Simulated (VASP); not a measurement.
Runs of VASP 6.6.1 on TiO2. It takes space group P4_2/mnm (No. 136, tetragonal). The conventional cell has a = 4.600 Å, b = 4.600 Å, c = 2.959 Å, α = 90.00°, β = 90.00°, γ = 90.00°. Ti (site symmetry mmm) has 6 O at 1.95 to 1.98 Å within 2.6 Å. Within 2.6 Å of O (site symmetry m2m) lie 3 Ti at 1.95 to 1.98 Å and 1 O at 2.55 Å. 

```csv
task,level,gap on the mesh (eV),pressure (GPa),largest force (eV/Å)
electric field gradients,r2SCAN,2.21,(a),0.02
single point,PBE,1.84,4.9,0.02
single point,r2SCAN,(b),0.4,0.03
electric field gradients,PBE,1.84,4.9,0.02
```

Alike in all rows: potentials or basis VASP PAW PBE potentials, release 64 (Ti_sv, O); no spin polarisation; cell as given; k mesh 7 × 7 × 11; cutoff (eV) 520; smearing fermi-dirac 0.01 eV.

Q: Fill in the values left out.

A: (a) 0.3; (b) 2.22.

Caveats: the PAW data sets were made with another functional, which shifts forces and pressure a little (some runs).

A k mesh can miss the band edges.
